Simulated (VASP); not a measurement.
# SrLa (Pm-3m) in VASP: a series of runs

The runs below take SrLa through single point, relaxation of cell and atoms, with LDA.

Program: VASP 6.6.1. These are calculated values, not measurements. Logs are shortened: lines on timing, memory, paths and dates and some standing lists are left out, and cuts for length are marked.

## (1) The cell of the first run

Symmetry: Pm-3m, No. 221, cubic system. The conventional cell has a = 4.315 Å, b = 4.315 Å, c = 4.315 Å, α = 90.00°, β = 90.00°, γ = 90.00°. La (site symmetry m-3m) has 8 Sr at 3.74 Å and 6 La at 4.32 Å within 4.9 Å. Within 4.9 Å of Sr (site symmetry m-3m) lie 8 La at 3.74 Å and 6 Sr at 4.32 Å.

## (2) Single point, LDA

INCAR reads:

```
  PREC = Accurate
  ENCUT = 520
  EDIFF = 1E-6
  ISMEAR = 0
  SIGMA = 0.1
  LREAL = F
  LASPH = T
  NELM = 80
  ALGO = Normal
  ISIF = 2
  LWAVE = F
  LCHARG = F
  NBANDS = 18
```

KPOINTS reads:

```
regular mesh
0
Gamma
  5 5 5
```

POSCAR reads:

```
SrLa
1.0
    4.3151213268      0.0000000000      0.0000000000
    0.0000000000      4.3151213268      0.0000000000
    0.0000000000      0.0000000000      4.3151213268
La Sr
1 1
Direct
    0.0000000000      0.0000000000      0.0000000000
    0.5000000000      0.5000000000      0.5000000000
```

Potentials or basis: VASP PAW LDA potentials, release 64 (La, Sr_sv).

On the command line:

```console
$ cat potpaw_LDA.64/La/POTCAR potpaw_LDA.64/Sr_sv/POTCAR > POTCAR
$ mpirun -np 1 vasp_std > vasp.out
```

OUTCAR:

```text
PREC = Accurate
   ENCUT = 520
   EDIFF = 1E-6
   ISMEAR = 0
   LREAL = F
   LASPH = T
   NELM = 80
   ISIF = 2

 ion  position               nearest neighbor table
   1  0.000  0.000  0.000-   2 3.74   2 3.74   2 3.74   2 3.74   2 3.74   2 3.74   2 3.74   2 3.74

   2  0.500  0.500  0.500-   1 3.74   1 3.74   1 3.74   1 3.74   1 3.74   1 3.74   1 3.74   1 3.74

  LATTYP: Found a simple cubic cell.
 ALAT       =     4.3151213268

  Lattice vectors:

 A1 = (   4.3151213268,   0.0000000000,   0.0000000000)
 A2 = (   0.0000000000,   4.3151213268,   0.0000000000)
 A3 = (   0.0000000000,   0.0000000000,   4.3151213268)

Analysis of symmetry for initial positions (statically):
=====================================================================
 Subroutine PRICEL returns:
 Original cell was already a primitive cell.

 Routine SETGRP: Setting up the symmetry group for a
 simple cubic supercell.

 Subroutine GETGRP returns: Found 48 space group operations
 (whereof 48 operations were pure point group operations)
 out of a pool of 48 trial point group operations.

The static configuration has the point symmetry O_h .

Analysis of symmetry for dynamics (positions and initial velocities):
=====================================================================
 Subroutine PRICEL returns:
 Original cell was already a primitive cell.

 Routine SETGRP: Setting up the symmetry group for a
 simple cubic supercell.

 Subroutine GETGRP returns: Found 48 space group operations
 (whereof 48 operations were pure point group operations)
 out of a pool of 48 trial point group operations.

The dynamic configuration has the point symmetry O_h .

 Subroutine INISYM returns: Found 48 space group operations
 (whereof 48 operations are pure point group operations),
 and found     1 'primitive' translations

----------------------------------------------------------------------------------------

                                     Primitive cell

  volume of cell :      80.3487

  direct lattice vectors                    reciprocal lattice vectors
     4.315121327  0.000000000  0.000000000     0.231743194  0.000000000  0.000000000
     0.000000000  4.315121327  0.000000000     0.000000000  0.231743194  0.000000000
     0.000000000  0.000000000  4.315121327     0.000000000  0.000000000  0.231743194

  length of vectors
     4.315121327  4.315121327  4.315121327     0.231743194  0.231743194  0.231743194

  position of ions in fractional coordinates (direct lattice)
     0.000000000  0.000000000  0.000000000
     0.500000000  0.500000000  0.500000000

  ion indices of the primitive-cell ions
   primitive index   ion index
                 1           1
                 2           2

----------------------------------------------------------------------------------------

 KPOINTS: regular mesh

Automatic generation of k-mesh.
 Grid dimensions read from file:
 generate k-points for:    5    5    5

 Generating k-lattice:

  Cartesian coordinates                     Fractional coordinates (reciprocal lattice)
     0.046348639  0.000000000  0.000000000     0.200000000  0.000000000  0.000000000
     0.000000000  0.046348639  0.000000000     0.000000000  0.200000000  0.000000000
     0.000000000  0.000000000  0.046348639     0.000000000  0.000000000  0.200000000

  Length of vectors
     0.046348639  0.046348639  0.046348639

  Shift w.r.t. Gamma in fractional coordinates (k-lattice)
     0.000000000  0.000000000  0.000000000

 Subroutine IBZKPT returns following result:
 ===========================================

 Found     10 irreducible k-points:

 Following reciprocal coordinates:
            Coordinates               Weight
  0.000000  0.000000  0.000000      1.000000
  0.200000  0.000000  0.000000      6.000000
  0.400000  0.000000  0.000000      6.000000
  0.200000  0.200000  0.000000     12.000000
  0.400000  0.200000  0.000000     24.000000
  0.400000  0.400000  0.000000     12.000000
  0.200000  0.200000  0.200000      8.000000
  0.400000  0.200000  0.200000     24.000000
  0.400000  0.400000  0.200000     24.000000
  0.400000  0.400000  0.400000      8.000000
   k-points           NKPTS =     10   k-points in BZ     NKDIM =     10   number of bands    NBANDS=     18
   number of dos      NEDOS =    301   number of ions     NIONS =      2
   total plane-waves  NPLWV =  32768
   dimension x,y,z NGX =    32 NGY =   32 NGZ =   32
   dimension x,y,z NGXF=    64 NGYF=   64 NGZF=   64
   ions per type =               1   1
   NGX,Y,Z   is equivalent  to a cutoff of  12.33, 12.33, 12.33 a.u.
   NGXF,Y,Z  is equivalent  to a cutoff of  24.66, 24.66, 24.66 a.u.
 SYSTEM =  unknown system
   PREC   = accura    normal or accurate (medium, high low for compatibility)
   ISTART =      0    job   : 0-new  1-cont  2-samecut
   ICHARG =      2    charge: 1-file 2-atom 10-const
   ISPIN  =      1    spin polarized calculation?
   LNONCOLLINEAR =      F non collinear calculations
   LSORBIT =      F    spin-orbit coupling
   LASPH  =      T    aspherical Exc in radial PAW
   ENCUT  =  520.0 eV  38.22 Ry    6.18 a.u.   8.02  8.02  8.02*2*pi/ulx,y,z
   NELM   =     80;   NELMIN=  2; NELMDL= -5     # of ELM steps
   EDIFF  = 0.1E-05   stopping-criterion for ELM
   LREAL  =      F    real-space projection
   EDIFFG = 0.1E-04   stopping-criterion for IOM
   NSW    =      0    number of steps for IOM
   IBRION =     -1    ionic relax: 0-MD 1-quasi-New 2-CG
   NFREE  =      0    steps in history (QN), initial steepest desc. (CG)
   ISIF   =      2    stress and relaxation
   ISYM   =      2    0-nonsym 1-usesym 2-fastsym
   POTIM  = 0.5000    time-step for ionic-motion
   TEBEG  =    0.0;   TEEND  =   0.0 temperature during run
   PSTRESS=    0.0 pullay stress
   NELECT =      21.0000    total number of electrons
   NUPDOWN=      -1.0000    fix difference up-down
   EMIN   =  10.00;   EMAX   =-10.00  energy-range for DOS
   EFERMI =   0.00;   METHOD = LEGACY
   ISMEAR =     0;   SIGMA  =   0.10  broadening in eV -4-tet -1-fermi 0-gaus
   EFERMI_NEDOS =   21; number of points for ismear=-14 and -15
   IALGO  =     38    algorithm
   IMIX   =      4    mixing-type and parameters
     AMIX     =   0.40;   BMIX     =  1.00
     AMIX_MAG =   1.60;   BMIX_MAG =  1.00
  volume/ion in A,a.u.               =      40.17       271.11
  Fermi-wavevector in a.u.,A,eV,Ry     =   1.046698  1.977973 14.906239  1.095578
  Thomas-Fermi vector in A             =   2.181548
   LORBIT       =      0    0 simple, 1 ext, 2 COOP (PROOUT), +10 PAW based schemes
   GGA     = CA    functional components
   LHFCALC =     F    Hartree Fock is set to
   AEXX    =    0.0000 exact exchange contribution
   IVDW    =     0    specifies the selected vdW correction
   LEPSILON=     F    determine dielectric tensor
   LRPA    =     F    only Hartree local field effects (RPA)
 non-spin polarized calculation
 Gauss-broadening in eV      SIGMA  =   0.10
  energy-cutoff  :      520.00
  volume of cell :       80.35
 maximum number of plane-waves:      2188
   NGX = 17   NGY = 17   NGZ = 17

 number of electron      20.9999998 magnetization

 Free energy of the ion-electron system (eV)
  ---------------------------------------------------
  ext. energy  EPLUGINS =         0.00000000
  ---------------------------------------------------
  free energy    TOTEN  =        -6.98794152 eV

  energy without entropy =       -6.97240353  energy(sigma->0) =       -6.98017252

 E-fermi :   4.6895     XC(G=0):  -9.0431

 val. band max:        4.6383986329   @ k =   0.4000   0.2000   0.2000
 cond. band min:       4.7748954615   @ k =   0.4000   0.2000   0.0000
 fundamental gap:      0.1364968286
 Fermi energy:         4.6894995567

 k-point     1 :       0.0000    0.0000    0.0000
  band No.  band energies     occupation
      1     -30.6871      2.00000
      2     -28.4247      2.00000
      3     -12.8876      2.00000
      4     -12.8876      2.00000
      5     -12.8876      2.00000
      6     -11.9470      2.00000
[... 10 lines left out ...]
     17       5.9382      0.00000
     18       5.9580      0.00000

 k-point     2 :       0.2000    0.0000    0.0000
  band No.  band energies     occupation
      1     -30.6846      2.00000
      2     -28.4221      2.00000
      3     -12.9018      2.00000
      4     -12.8585      2.00000
      5     -12.8585      2.00000
      6     -12.0549      2.00000
[... 10 lines left out ...]
     17       5.9387      0.00000
     18       5.9388      0.00000

 k-point     3 :       0.4000    0.0000    0.0000
  band No.  band energies     occupation
      1     -30.6805      2.00000
      2     -28.4179      2.00000
      3     -12.9162      2.00000
      4     -12.8072      2.00000
      5     -12.8072      2.00000
      6     -12.2323      2.00000
[... 10 lines left out ...]
     17       5.9929      0.00000
     18       5.9931      0.00000

 k-point     4 :       0.2000    0.2000    0.0000
  band No.  band energies     occupation
      1     -30.6823      2.00000
      2     -28.4190      2.00000
      3     -12.9514      2.00000
      4     -12.8440      2.00000
      5     -12.8370      2.00000
      6     -12.1136      2.00000
[... 10 lines left out ...]
     17       5.9401      0.00000
     18       5.9783      0.00000

 k-point     5 :       0.4000    0.2000    0.0000
  band No.  band energies     occupation
      1     -30.6787      2.00000
      2     -28.4139      2.00000
      3     -12.9775      2.00000
      4     -12.8932      2.00000
      5     -12.8001      2.00000
      6     -12.1634      2.00000
[... 10 lines left out ...]
     17       5.9442      0.00000
     18       6.0648      0.00000

 k-point     6 :       0.4000    0.4000    0.0000
  band No.  band energies     occupation
      1     -30.6759      2.00000
      2     -28.4075      2.00000
      3     -13.0587      2.00000
      4     -13.0250      2.00000
      5     -12.7887      2.00000
      6     -12.0716      2.00000
[... 10 lines left out ...]
     17       5.9081      0.00000
     18       6.0589      0.00000

 k-point     7 :       0.2000    0.2000    0.2000
  band No.  band energies     occupation
      1     -30.6803      2.00000
      2     -28.4155      2.00000
      3     -12.9140      2.00000
      4     -12.9140      2.00000
      5     -12.8471      2.00000
      6     -12.0989      2.00000
[... 10 lines left out ...]
     17       5.9464      0.00000
     18       5.9465      0.00000

 k-point     8 :       0.4000    0.2000    0.2000
  band No.  band energies     occupation
      1     -30.6770      2.00000
      2     -28.4099      2.00000
      3     -12.9785      2.00000
      4     -12.9139      2.00000
      5     -12.8460      2.00000
      6     -12.1261      2.00000
[... 10 lines left out ...]
     17       6.0036      0.00000
     18       6.0530      0.00000

 k-point     9 :       0.4000    0.4000    0.2000
  band No.  band energies     occupation
      1     -30.6742      2.00000
      2     -28.4035      2.00000
      3     -13.0075      2.00000
      4     -12.9960      2.00000
      5     -12.8350      2.00000
      6     -12.1183      2.00000
[... 10 lines left out ...]
     17       5.9461      0.00000
     18       6.0527      0.00000

 k-point    10 :       0.4000    0.4000    0.4000
  band No.  band energies     occupation
      1     -30.6716      2.00000
      2     -28.3970      2.00000
      3     -12.9474      2.00000
      4     -12.9094      2.00000
      5     -12.9094      2.00000
      6     -12.1790      2.00000
[... 10 lines left out ...]
     17       6.0280      0.00000
     18       6.0379      0.00000

------------------------ aborting loop because EDIFF is reached ----------------------------------------

  FORCE on cell =-STRESS in cart. coord.  units (eV):
  Direction    XX          YY          ZZ          XY          YZ          ZX
  --------------------------------------------------------------------------------------
  -------------------------------------------------------------------------------------
  Total       -0.1070252     -0.1070252     -0.1070252     -0.0000000      0.0000000     -0.0000000
  in kB       -2.1341131     -2.1341131     -2.1341131     -0.0000000      0.0000000     -0.0000000
  external PRESSURE =      -2.1341131 kB  Pullay stress =       0.0000000 kB

 VOLUME and BASIS-vectors are now :
 -----------------------------------------------------------------------------
  energy-cutoff  :      520.00
  volume of cell :       80.35
      direct lattice vectors                 reciprocal lattice vectors
     4.315121327  0.000000000  0.000000000     0.231743194  0.000000000  0.000000000
     0.000000000  4.315121327  0.000000000     0.000000000  0.231743194  0.000000000
     0.000000000  0.000000000  4.315121327     0.000000000  0.000000000  0.231743194

 POSITION                                       TOTAL-FORCE (eV/Angst)
 -----------------------------------------------------------------------------------
      0.00000      0.00000      0.00000         0.000000      0.000000      0.000000
      2.15756      2.15756      2.15756         0.000000      0.000000      0.000000
 -----------------------------------------------------------------------------------
    total drift:                                0.000000      0.000000     -0.000000

  FREE ENERGIE OF THE ION-ELECTRON SYSTEM (eV)
  ---------------------------------------------------
  free  energy   TOTEN  =        -6.9879415174 eV

  energy  without entropy=       -6.9724035316  energy(sigma->0) =       -6.98017252
```

It took 8.8 s on 1 thread of Intel Xeon Platinum 8488C (Sapphire Rapids), shared host; peak memory 0.16 GiB.

What came out:

```yaml
Free_energy: -6.9879 eV
Pressure: -0.2 GPa
```

Caveat: spin-orbit coupling is left out, which moves the levels of the heavy elements.

## (3) Relaxation of cell and atoms, LDA

This run uses another cell than the first one, of 39.78 Å³/atom, 0.990 times its volume.

INCAR reads:

```
SYSTEM = SrLa
PREC     = Accurate       ! precision mode
ENCUT    = 600            ! plane-wave cutoff, eV
EDIFF    = 1E-6           ! SCF threshold, eV
ISMEAR   = 0              ! smearing method
SIGMA    = 0.1            ! smearing width, eV
LREAL    = .False.        ! projectors in reciprocal space
LASPH    = .True.         ! aspherical terms in the spheres
NELM     = 100            ! most SCF steps
ALGO     = Normal         ! electronic algorithm
ISIF     = 3              ! what is computed and relaxed
LWAVE    = .False.        ! write WAVECAR
LCHARG   = .False.        ! write CHGCAR
IBRION   = 2              ! ionic algorithm
NSW      = 60             ! ionic steps
EDIFFG   = -0.02          ! ionic threshold
```

KPOINTS reads:

```
Automatic mesh
0
Gamma
  5 5 5
  0 0 0
```

POSCAR reads:

```
SrLa
1.0
    4.3008327409      0.0000000000      0.0000000000
    0.0000000000      4.3008327409      0.0000000000
    0.0000000000      0.0000000000      4.3008327409
La Sr
1 1
Direct
    0.0000000000      0.0000000000      0.0000000000
    0.5000000000      0.5000000000      0.5000000000
```

Potentials or basis: VASP PAW LDA potentials, release 64 (La, Sr_sv).

On the command line:

```console
$ cat potpaw_LDA.64/La/POTCAR potpaw_LDA.64/Sr_sv/POTCAR > POTCAR
$ mpirun -np 1 vasp_std > vasp.out
```

Run time: 10 s. Hardware: 1 thread of Intel Xeon Platinum 8488C (Sapphire Rapids), shared host; peak memory 0.19 GiB.

It converged, with:

- Free energy: -6.9885 eV
- Pressure after relaxing: 0.0 GPa

Final structure:
```
CELL_PARAMETERS angstrom
4.30083 0.00000 0.00000
0.00000 4.30083 0.00000
0.00000 0.00000 4.30083
ATOMIC_POSITIONS crystal
La 0.00000 0.00000 0.00000
Sr 0.50000 0.50000 0.50000
```

Levels at points of the mesh, in eV from the Fermi level:
```csv
k point,band 7,band 8,band 9,band 10,band 11,band 12,band 13,band 14
"(0.00, 0.00, 0.00)",-16.61,-16.61,-3.59,-1.22,-1.22,1.20,1.20,1.20
```

Caveat: the relaxation stopped at its first step, so nothing moved; spin-orbit coupling is left out, which moves the levels of the heavy elements.
